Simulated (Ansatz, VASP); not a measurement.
TiO in VASP and in Ansatz

File POSCAR:

```
TiO
1.0
    4.9890877720      0.0000000000      0.0000000000
   -2.4945438860      4.3206767523      0.0000000000
    0.0000000000      0.0000000000      2.8733134400
Ti O
3 3
Direct
    0.6666666667      0.3333333333      0.5000000000
    0.3333333333      0.6666666667      0.5000000000
    0.0000000000      0.0000000000      0.0000000000
    0.6055592400      0.6055592400      0.0000000000
    0.3944407600      0.0000000000      0.0000000000
    0.0000000000      0.3944407600      0.0000000000
```

INCAR.step1

```
SYSTEM = TiO
PREC = Accurate ; ENCUT = 520
ISMEAR = 0 ; SIGMA = 0.4
LREAL = .False. ; LASPH = .True.
NELM = 60 ; NBANDS = 36
GGA = PE ; ALGO = Normal
EDIFF = 1E-4 ; LWAVE = .True.
LCHARG = .False.
```

The input INCAR.step2:

```
SYSTEM = TiO
PREC = Accurate ; ENCUT = 520
EDIFF = 1E-6 ; ISMEAR = 0
SIGMA = 0.4 ; LREAL = .False.
LASPH = .True. ; NELM = 60
ALGO = Normal ; ISIF = 2
LWAVE = .False. ; LCHARG = .False.
METAGGA = R2SCAN ; LMIXTAU = .True.
NBANDS = 36 ; ISTART = 1
```

File KPOINTS:

```
Automatic mesh
0
Gamma
  6 6 6
  0 0 0
```

Input for Ansatz:

```yaml
crystal:
  lattice:
    - [4.989087772, 0.0, 0.0]
    - [-2.494543886, 4.3206767523, 0.0]
    - [0.0, 0.0, 2.87331344]
  atoms:
    - { symbol: Ti, position: [0.6666666667, 0.3333333333, 0.5] }
    - { symbol: Ti, position: [0.3333333333, 0.6666666667, 0.5] }
    - { symbol: Ti, position: [0.0, 0.0, 0.0] }
    - { symbol: O, position: [0.60555924, 0.60555924, 0.0] }
    - { symbol: O, position: [0.39444076, 0.0, 0.0] }
    - { symbol: O, position: [0.0, 0.39444076, 0.0] }
basis:
  ecutwfc: 500
kpoints:
  mp_grid: { grid: [6, 6, 6] }
hamiltonian:
  xc: r2scan
scf:
  occupations: { method: gaussian, width: 0.4 }
output:
  forces: true
  stress: true
  eigenvalues: true
```

Alike in both runs: task single point; functional r2SCAN; k mesh 6 × 6 × 6; occupations gaussian, width 0.4 eV; no spin polarisation.

```csv
,VASP,Ansatz
version,VASP 6.6.1,Ansatz 0.2.0
potentials or method,"VASP PAW PBE potentials, release 64 (Ti_sv, O), cutoff 520 eV","scalar-relativistic, plane waves, PAW"
valence electrons in the cell,54,54
```

Ansatz gave:

```
gap on the k mesh at the Fermi level (eV)                     : none
pressure (GPa)                                                : -1.3
traceless stress, the component that is largest in VASP (GPa) : 0.28
rms of the force components (eV/Å)                            : 0.018
```

Q: Estimate VASP's values.

A: gap on the k mesh at the Fermi level (eV): none; pressure (GPa): 0.3; traceless stress, the component that is largest in VASP (GPa): 0.31; rms of the force components (eV/Å): 0.007.

VASP's potentials were made for PBE, not for r2SCAN. Atom by atom the forces differ by 0.011 eV/Å (rms over components). A gap of «none» marks a metal or a gap that the smearing closes.

The k mesh is coarse, so the values compare programs but aren't converged.
